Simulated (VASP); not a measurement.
Here is a VASP 6.6.1 calculation.

The input INCAR:

```
SYSTEM = BN
ALGO = Normal
EDIFF = 1E-6
EDIFFG = -0.005
ENCUT = 600
IBRION = 2
ISIF = 3
ISMEAR = 0
LASPH = .True.
LCHARG = .False.
LREAL = .False.
LWAVE = .False.
NELM = 80
NSW = 100
PREC = Accurate
SIGMA = 0.02
```

KPOINTS

```
k-points
0
Gamma
  12 12 6
  0 0 0
```

Contents of POSCAR:

```
BN
1.0
    2.5233072289      0.0000000000      0.0000000000
   -1.2616536145      2.1852481618      0.0000000000
    0.0000000000      0.0000000000      4.1764355422
B N
2 2
Direct
    0.6666666667      0.3333333333      0.9996930432
    0.3333333333      0.6666666667      0.4996930432
    0.6666666667      0.3333333333      0.6253069568
    0.3333333333      0.6666666667      0.1253069568
```

Potentials or basis: VASP PAW LDA potentials, release 64 (B, N).

Command:

```bash
$ cat potpaw_LDA.64/B/POTCAR potpaw_LDA.64/N/POTCAR > POTCAR
$ mpirun -np 1 vasp_std > vasp.out
```

(1) Estimate the relaxed volume.

(2) Predict the relaxed cell.

(3) What does it give for the band gap on the k mesh?

(4) What does it give for the space group after relaxing (to 0.1 Å)?

Results:

(1) 5.77 Å³/atom.

(2) a = 2.525 Å, b = 2.525 Å, c = 4.178 Å, α = 90.00°, β = 90.00°, γ = 120.00°.

(3) 4.91 eV (least direct gap 8.27 eV).

(4) P6_3mc (No. 186).
